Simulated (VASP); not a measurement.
# PbI2 (P-3m1) in VASP: further runs

The runs below take PbI2 through single point, with PBE, r2SCAN.

All numbers are computed with VASP 6.6.1; they aren't measurements. Logs are shortened: lines on timing, memory, paths and dates and some standing lists are left out, and cuts for length are marked.

### 1 The cell of the first run

It takes space group P-3m1 (No. 164, trigonal). The conventional cell has a = 4.564 Å, b = 4.564 Å, c = 7.047 Å, α = 90.00°, β = 90.00°, γ = 120.00°. Pb (site symmetry -3m) has 6 I at 3.24 Å within 4.3 Å. I (site symmetry 3m) has 3 Pb at 3.24 Å and 3 I at 4.21 Å within 4.3 Å.

### 2 Single point, PBE

INCAR

```
SYSTEM = PbI2
PREC = Accurate ; ENCUT = 500
EDIFF = 1E-6 ; ISMEAR = 0
SIGMA = 0.01 ; LREAL = .FALSE.
LASPH = .TRUE. ; NELM = 120
ALGO = Normal ; ISIF = 2
LWAVE = .FALSE. ; LCHARG = .FALSE.
GGA = PE ; NBANDS = 21
GGA_COMPAT = .FALSE.
```

KPOINTS

```
regular mesh
0
G
  6 6 4
  0 0 0
```

POSCAR

```
PbI2
1.0
    4.5638667643      0.0000000000      0.0000000000
   -2.2819333821      3.9524245574      0.0000000000
    0.0000000000      0.0000000000      7.0467140257
Pb I
1 2
Direct
    0.0000000000      0.0000000000      0.0000000000
    0.6666666667      0.3333333333      0.7332470649
    0.3333333333      0.6666666667      0.2667529351
```

Potentials or basis: VASP PAW PBE potentials, release 64 (Pb_d, I).

Started as:

```console
cat potpaw_PBE.64/Pb_d/POTCAR potpaw_PBE.64/I/POTCAR > POTCAR
mpirun -np 1 vasp_std > vasp.out
```

OUTCAR:

```text
SYSTEM = PbI2
   PREC = Accurate
   ENCUT = 500
   EDIFF = 1E-6
   ISMEAR = 0
   LREAL = .FALSE.
   LASPH = .TRUE.
   NELM = 120
   ISIF = 2
   GGA = PE

 ion  position               nearest neighbor table
   1  0.000  0.000  0.000-   2 3.24   3 3.24   3 3.24   2 3.24   2 3.24   3 3.24
   2  0.667  0.333  0.733-   1 3.24   1 3.24   1 3.24
   3  0.333  0.667  0.267-   1 3.24   1 3.24   1 3.24

  LATTYP: Found a hexagonal cell.
 ALAT       =     4.5638667643
 C/A-ratio  =     1.5440227311

  Lattice vectors:

 A1 = (   4.5638667643,   0.0000000000,   0.0000000000)
 A2 = (  -2.2819333821,   3.9524245574,   0.0000000000)
 A3 = (   0.0000000000,   0.0000000000,   7.0467140257)

Analysis of symmetry for initial positions (statically):
=====================================================================
 Subroutine PRICEL returns:
 Original cell was already a primitive cell.

 Routine SETGRP: Setting up the symmetry group for a
 hexagonal supercell.

 Subroutine GETGRP returns: Found 12 space group operations
 (whereof 12 operations were pure point group operations)
 out of a pool of 24 trial point group operations.

The static configuration has the point symmetry D_3d.

Analysis of symmetry for dynamics (positions and initial velocities):
=====================================================================
 Subroutine PRICEL returns:
 Original cell was already a primitive cell.

 Routine SETGRP: Setting up the symmetry group for a
 hexagonal supercell.

 Subroutine GETGRP returns: Found 12 space group operations
 (whereof 12 operations were pure point group operations)
 out of a pool of 24 trial point group operations.

The dynamic configuration has the point symmetry D_3d.

 Subroutine INISYM returns: Found 12 space group operations
 (whereof 12 operations are pure point group operations),
 and found     1 'primitive' translations

----------------------------------------------------------------------------------------

                                     Primitive cell

  volume of cell :     127.1110

  direct lattice vectors                    reciprocal lattice vectors
     4.563866764  0.000000000  0.000000000     0.219112444  0.126504628  0.000000000
    -2.281933382  3.952424557  0.000000000     0.000000000  0.253009257  0.000000000
     0.000000000  0.000000000  7.046714026     0.000000000  0.000000000  0.141910115

  length of vectors
     4.563866764  4.563866764  7.046714026     0.253009257  0.253009257  0.141910115

  position of ions in fractional coordinates (direct lattice)
     0.000000000  0.000000000  0.000000000
     0.666666667  0.333333333  0.733247065
     0.333333333  0.666666667  0.266752935

  ion indices of the primitive-cell ions
   primitive index   ion index
                 1           1
                 2           2
                 3           3

----------------------------------------------------------------------------------------

 KPOINTS: regular mesh

Automatic generation of k-mesh.
 Grid dimensions read from file:
 generate k-points for:    6    6    4

 Generating k-lattice:

  Cartesian coordinates                     Fractional coordinates (reciprocal lattice)
     0.036518741  0.021084105  0.000000000     0.166666667  0.000000000  0.000000000
     0.000000000  0.042168209  0.000000000     0.000000000  0.166666667  0.000000000
     0.000000000  0.000000000  0.035477529     0.000000000  0.000000000  0.250000000

  Length of vectors
     0.042168209  0.042168209  0.035477529

  Shift w.r.t. Gamma in fractional coordinates (k-lattice)
     0.000000000  0.000000000  0.000000000

 Subroutine IBZKPT returns following result:
 ===========================================

 Found     24 irreducible k-points:

 Following reciprocal coordinates:
            Coordinates               Weight
  0.000000  0.000000  0.000000      1.000000
  0.166667  0.000000  0.000000      6.000000
  0.333333  0.000000  0.000000      6.000000
  0.500000 -0.000000  0.000000      3.000000
  0.166667  0.166667  0.000000      6.000000
  0.333333  0.166667  0.000000     12.000000
[... 16 lines left out ...]
  0.333333  0.166667  0.500000     12.000000
  0.333333  0.333333  0.500000      2.000000
   k-points           NKPTS =     24   k-points in BZ     NKDIM =     24   number of bands    NBANDS=     21
   number of dos      NEDOS =    301   number of ions     NIONS =      3
   total plane-waves  NPLWV =  69984
   dimension x,y,z NGX =    36 NGY =   36 NGZ =   54
   dimension x,y,z NGXF=    72 NGYF=   72 NGZF=  108
   ions per type =               1   2
   NGX,Y,Z   is equivalent  to a cutoff of  13.11, 13.11, 12.74 a.u.
   NGXF,Y,Z  is equivalent  to a cutoff of  26.23, 26.23, 25.48 a.u.
 SYSTEM =  PbI2
   PREC   = accura    normal or accurate (medium, high low for compatibility)
   ISTART =      0    job   : 0-new  1-cont  2-samecut
   ICHARG =      2    charge: 1-file 2-atom 10-const
   ISPIN  =      1    spin polarized calculation?
   LNONCOLLINEAR =      F non collinear calculations
   LSORBIT =      F    spin-orbit coupling
   LASPH  =      T    aspherical Exc in radial PAW
   ENCUT  =  500.0 eV  36.75 Ry    6.06 a.u.   8.32  8.32 12.85*2*pi/ulx,y,z
   NELM   =    120;   NELMIN=  2; NELMDL= -5     # of ELM steps
   EDIFF  = 0.1E-05   stopping-criterion for ELM
   LREAL  =      F    real-space projection
   EDIFFG = 0.1E-04   stopping-criterion for IOM
   NSW    =      0    number of steps for IOM
   IBRION =     -1    ionic relax: 0-MD 1-quasi-New 2-CG
   NFREE  =      0    steps in history (QN), initial steepest desc. (CG)
   ISIF   =      2    stress and relaxation
   ISYM   =      2    0-nonsym 1-usesym 2-fastsym
   POTIM  = 0.5000    time-step for ionic-motion
   TEBEG  =    0.0;   TEEND  =   0.0 temperature during run
   PSTRESS=    0.0 pullay stress
   NELECT =      28.0000    total number of electrons
   NUPDOWN=      -1.0000    fix difference up-down
   EMIN   =  10.00;   EMAX   =-10.00  energy-range for DOS
   EFERMI =   0.00;   METHOD = LEGACY
   ISMEAR =     0;   SIGMA  =   0.01  broadening in eV -4-tet -1-fermi 0-gaus
   EFERMI_NEDOS =   21; number of points for ismear=-14 and -15
   IALGO  =     38    algorithm
   IMIX   =      4    mixing-type and parameters
     AMIX     =   0.40;   BMIX     =  1.00
     AMIX_MAG =   1.60;   BMIX_MAG =  1.00
  volume/ion in A,a.u.               =      42.37       285.93
  Fermi-wavevector in a.u.,A,eV,Ry     =   0.988704  1.868380 13.300189  0.977536
  Thomas-Fermi vector in A             =   2.120250
   LORBIT       =      0    0 simple, 1 ext, 2 COOP (PROOUT), +10 PAW based schemes
   GGA     = PE    functional components
   LHFCALC =     F    Hartree Fock is set to
   AEXX    =    0.0000 exact exchange contribution
   IVDW    =     0    specifies the selected vdW correction
   LEPSILON=     F    determine dielectric tensor
   LRPA    =     F    only Hartree local field effects (RPA)
 non-spin polarized calculation
 Gauss-broadening in eV      SIGMA  =   0.01
  energy-cutoff  :      500.00
  volume of cell :      127.11
 maximum number of plane-waves:      3249
 NGX is ok and might be reduce to    36
   NGX = 17   NGY = 17   NGZ = 25

 number of electron      27.9999999 magnetization

 Free energy of the ion-electron system (eV)
  ---------------------------------------------------
  ext. energy  EPLUGINS =         0.00000000
  ---------------------------------------------------
  free energy    TOTEN  =        -8.57036900 eV

  energy without entropy =       -8.57036900  energy(sigma->0) =       -8.57036900

 E-fermi :   2.6733     XC(G=0):  -8.0754

 val. band max:        2.5586373587   @ k =   0.0000   0.0000   0.5000
 cond. band min:       4.7881899195   @ k =   0.0000   0.0000   0.5000
 fundamental gap:      2.2295525609
 Fermi energy:         2.6732620505

 k-point     1 :       0.0000    0.0000    0.0000
  band No.  band energies     occupation
      1     -13.5870      2.00000
      2     -13.5870      2.00000
      3     -13.5734      2.00000
      4     -13.5668      2.00000
      5     -13.5668      2.00000
      6      -9.5957      2.00000
[... 13 lines left out ...]
     20      10.3826      0.00000
     21      10.4633      0.00000

 k-point     2 :       0.1667    0.0000    0.0000
  band No.  band energies     occupation
      1     -13.5957      2.00000
      2     -13.5837      2.00000
      3     -13.5712      2.00000
      4     -13.5683      2.00000
      5     -13.5656      2.00000
      6      -9.4754      2.00000
[... 13 lines left out ...]
     20       9.9404      0.00000
     21      10.5622      0.00000

 k-point     3 :       0.3333    0.0000    0.0000
  band No.  band energies     occupation
      1     -13.6149      2.00000
      2     -13.5802      2.00000
      3     -13.5739      2.00000
      4     -13.5622      2.00000
      5     -13.5600      2.00000
      6      -9.1812      2.00000
[... 13 lines left out ...]
     20      10.8070      0.00000
     21      11.3608      0.00000

 k-point     4 :       0.5000   -0.0000    0.0000
  band No.  band energies     occupation
      1     -13.6246      2.00000
      2     -13.5798      2.00000
      3     -13.5755      2.00000
      4     -13.5586      2.00000
      5     -13.5558      2.00000
      6      -8.9663      2.00000
[... 13 lines left out ...]
     20      11.5484      0.00000
     21      12.2949      0.00000

 k-point     5 :       0.1667    0.1667    0.0000
  band No.  band energies     occupation
      1     -13.6066      2.00000
      2     -13.5841      2.00000
      3     -13.5702      2.00000
      4     -13.5679      2.00000
      5     -13.5606      2.00000
      6      -9.2657      2.00000
[... 13 lines left out ...]
     20      10.5357      0.00000
     21      11.2178      0.00000

 k-point     6 :       0.3333    0.1667    0.0000
  band No.  band energies     occupation
      1     -13.6165      2.00000
      2     -13.5870      2.00000
      3     -13.5716      2.00000
      4     -13.5620      2.00000
      5     -13.5575      2.00000
      6      -8.9825      2.00000
[... 13 lines left out ...]
     20      10.8137      0.00000
     21      11.9883      0.00000

 k-point     7 :       0.3333    0.3333    0.0000
  band No.  band energies     occupation
      1     -13.6036      2.00000
      2     -13.6036      2.00000
      3     -13.5643      2.00000
      4     -13.5643      2.00000
      5     -13.5606      2.00000
      6      -8.8072      2.00000
[... 13 lines left out ...]
     20       9.7525      0.00000
     21      11.6483      0.00000
[... 291 lines left out ...]
      1     -13.6151      2.00000
      2     -13.5802      2.00000
      3     -13.5739      2.00000
      4     -13.5621      2.00000
      5     -13.5600      2.00000
      6      -9.0635      2.00000
[... 13 lines left out ...]
     20      10.3942      0.00000
     21      10.5752      0.00000

 k-point    21 :       0.5000   -0.0000    0.5000
  band No.  band energies     occupation
      1     -13.6249      2.00000
      2     -13.5798      2.00000
      3     -13.5755      2.00000
      4     -13.5586      2.00000
      5     -13.5558      2.00000
      6      -8.8950      2.00000
[... 13 lines left out ...]
     20      10.7210      0.00000
     21      11.4241      0.00000

 k-point    22 :       0.1667    0.1667    0.5000
  band No.  band energies     occupation
      1     -13.6068      2.00000
      2     -13.5841      2.00000
      3     -13.5703      2.00000
      4     -13.5679      2.00000
      5     -13.5606      2.00000
      6      -9.1346      2.00000
[... 13 lines left out ...]
     20      10.1918      0.00000
     21      10.4149      0.00000

 k-point    23 :       0.3333    0.1667    0.5000
  band No.  band energies     occupation
      1     -13.6167      2.00000
      2     -13.5870      2.00000
      3     -13.5716      2.00000
      4     -13.5620      2.00000
      5     -13.5574      2.00000
      6      -8.9083      2.00000
[... 13 lines left out ...]
     20      10.6764      0.00000
     21      10.8172      0.00000

 k-point    24 :       0.3333    0.3333    0.5000
  band No.  band energies     occupation
      1     -13.6037      2.00000
      2     -13.6037      2.00000
      3     -13.5643      2.00000
      4     -13.5643      2.00000
      5     -13.5606      2.00000
      6      -8.8039      2.00000
[... 13 lines left out ...]
     20      10.2773      0.00000
     21      10.6980      0.00000

------------------------ aborting loop because EDIFF is reached ----------------------------------------

  FORCE on cell =-STRESS in cart. coord.  units (eV):
  Direction    XX          YY          ZZ          XY          YZ          ZX
  --------------------------------------------------------------------------------------
  -------------------------------------------------------------------------------------
  Total        1.0022219      1.0022219      0.9566146      0.0000000      0.0000000      0.0000000
  in kB       12.6325569     12.6325569     12.0576977      0.0000000      0.0000000      0.0000000
  external PRESSURE =      12.4409372 kB  Pullay stress =       0.0000000 kB

 VOLUME and BASIS-vectors are now :
 -----------------------------------------------------------------------------
  energy-cutoff  :      500.00
  volume of cell :      127.11
      direct lattice vectors                 reciprocal lattice vectors
     4.563866764  0.000000000  0.000000000     0.219112444  0.126504628  0.000000000
    -2.281933382  3.952424557  0.000000000     0.000000000  0.253009257  0.000000000
     0.000000000  0.000000000  7.046714026     0.000000000  0.000000000  0.141910115

 POSITION                                       TOTAL-FORCE (eV/Angst)
 -----------------------------------------------------------------------------------
      0.00000      0.00000      0.00000        -0.000000      0.000000      0.000000
      2.28193      1.31747      5.16698        -0.000000      0.000000     -0.045763
     -0.00000      2.63495      1.87973         0.000000      0.000000      0.045763
 -----------------------------------------------------------------------------------
    total drift:                               -0.000000     -0.000000      0.000000

  FREE ENERGIE OF THE ION-ELECTRON SYSTEM (eV)
  ---------------------------------------------------
  free  energy   TOTEN  =        -8.5703689959 eV

  energy  without entropy=       -8.5703689959  energy(sigma->0) =       -8.57036900
```

It took 46 s on 1 thread of AMD EPYC 7R13 (Zen 3), shared host; peak memory 0.23 GiB.

Results:

```yaml
Free_energy: -8.5704 eV
Pressure: 1.2 GPa
Largest_force: 0.046 eV/Å
Band_gap_on_the_k_mesh: 2.23 eV
```

Forces on the atoms (eV/Å):
```
Pb   0.000  0.000  0.000
I    0.000  0.000 -0.046
I    0.000  0.000  0.046
```

Levels at points of the mesh, in eV from the valence-band top:
| k point | band 12 | band 13 | band 14 | band 15 | band 16 | band 17 |
| --- | --- | --- | --- | --- | --- | --- |
| (0.00, 0.00, 0.00) | -0.90 | -0.90 | -0.74 | 2.49 | 3.34 | 3.34 |
| (0.50, 0.00, 0.00) | -1.58 | -0.76 | -0.39 | 2.84 | 3.64 | 4.61 |
| (0.00, 0.00, 0.50) | -0.72 | -0.72 | 0.00 | 2.23 | 3.16 | 3.16 |
| (0.50, 0.00, 0.50) | -1.34 | -1.12 | -0.69 | 3.17 | 3.68 | 4.07 |

Caveat: spin-orbit coupling is left out, which moves the levels of the heavy elements; this functional lacks dispersion, which binds layers or chains, so the pressure and a relaxed spacing across them are unreliable.

### 3 Single point, PBE

INCAR

```
  PREC = Accurate
  ENCUT = 500
  EDIFF = 1E-6
  ISMEAR = 0
  SIGMA = 0.01
  LREAL = F
  LASPH = T
  NELM = 120
  ALGO = Normal
  ISIF = 2
  LWAVE = F
  LCHARG = F
  GGA = PE
  NBANDS = 21
  GGA_COMPAT = F
```

KPOINTS

```
regular mesh
0
Gamma
  6 6 4
```

POSCAR is that of step 2.

Potentials or basis: VASP PAW PBE potentials, release 64 (Pb_d, I).

Started as:

```console
cat potpaw_PBE.64/Pb_d/POTCAR potpaw_PBE.64/I/POTCAR > POTCAR
mpirun -np 1 vasp_std > vasp.out
```

It took 45 s on 1 thread of AMD EPYC 7R13 (Zen 3), shared host; peak memory 0.23 GiB.

The run converged. Its results:

```yaml
Free_energy: -8.5704 eV
Pressure: 1.2 GPa
Largest_force: 0.046 eV/Å
Band_gap_on_the_k_mesh: 2.23 eV
```

Forces in eV/Å, atoms in the order of the input:
```
Pb   0.000  0.000  0.000
I    0.000  0.000 -0.046
I    0.000  0.000  0.046
```

Levels at points of the mesh, in eV from the valence-band top:
| k point | band 11 | band 12 | band 13 | band 14 | band 15 | band 16 | band 17 | band 18 |
| --- | --- | --- | --- | --- | --- | --- | --- | --- |
| (0.00, 0.00, 0.00) | -0.98 | -0.90 | -0.90 | -0.74 | 2.49 | 3.34 | 3.34 | 6.38 |
| (0.50, 0.00, 0.00) | -2.02 | -1.58 | -0.76 | -0.39 | 2.84 | 3.64 | 4.61 | 5.08 |
| (0.00, 0.00, 0.50) | -1.11 | -0.72 | -0.72 | 0.00 | 2.23 | 3.16 | 3.16 | 6.37 |
| (0.50, 0.00, 0.50) | -1.72 | -1.34 | -1.12 | -0.69 | 3.17 | 3.68 | 4.07 | 5.78 |

Caveat: spin-orbit coupling is left out, which moves the levels of the heavy elements; this functional lacks dispersion, which binds layers or chains, so the pressure and a relaxed spacing across them are unreliable.

### 4 Single point, r2SCAN

POSCAR is that of step 3.

INCAR.step1

```
PREC = Accurate ; ENCUT = 550
ISMEAR = 0 ; SIGMA = 0.01
LREAL = F ; LASPH = T
NELM = 120 ; NBANDS = 21
GGA = PE ; ALGO = Normal
EDIFF = 1E-5 ; LWAVE = T
LCHARG = F ; GGA_COMPAT = F
```

INCAR.step2

```
PREC = Accurate ; ENCUT = 550
EDIFF = 1E-6 ; ISMEAR = 0
SIGMA = 0.01 ; LREAL = F
LASPH = T ; NELM = 120
ALGO = Normal ; ISIF = 2
LWAVE = F ; LCHARG = F
METAGGA = R2SCAN ; LMIXTAU = T
NBANDS = 21 ; ISTART = 1
GGA_COMPAT = F
```

KPOINTS is that of step 3.

Started as:

```console
cat potpaw_PBE.64/Pb_d/POTCAR potpaw_PBE.64/I/POTCAR > POTCAR
cp INCAR.step1 INCAR
mpirun -np 1 vasp_std > vasp.out
cp INCAR.step2 INCAR
mpirun -np 1 vasp_std > vasp.out
```

Wall time 4.5 min (1 thread of AMD EPYC 7R13 (Zen 3), shared host); peak memory 0.27 GiB.

Results (log left out):

```
Free energy            : -107.6749 eV
Pressure               : 0.7 GPa
Largest force          : 0.005 eV/Å
Band gap on the k mesh : 2.62 eV
```

Forces in eV/Å, atoms in the order of the input:
```
Pb   0.000  0.000  0.000
I    0.000  0.000  0.005
I    0.000  0.000 -0.005
```

Levels at points of the mesh, in eV from the valence-band top:
```
           k point  band 11  band 12  band 13  band 14  band 15  band 16  band 17  band 18
(0.00, 0.00, 0.00)    -1.05    -0.97    -0.97    -0.78     2.85     3.65     3.65     6.93
(0.50, 0.00, 0.00)    -2.11    -1.64    -0.84    -0.42     3.22     3.96     4.99     5.44
(0.00, 0.00, 0.50)    -1.19    -0.80    -0.80     0.00     2.62     3.47     3.47     6.85
(0.50, 0.00, 0.50)    -1.77    -1.39    -1.20    -0.74     3.53     4.03     4.41     6.18
```

Caveat: the PAW data sets were made with another functional, which shifts forces and pressure a little; spin-orbit coupling is left out, which moves the levels of the heavy elements.
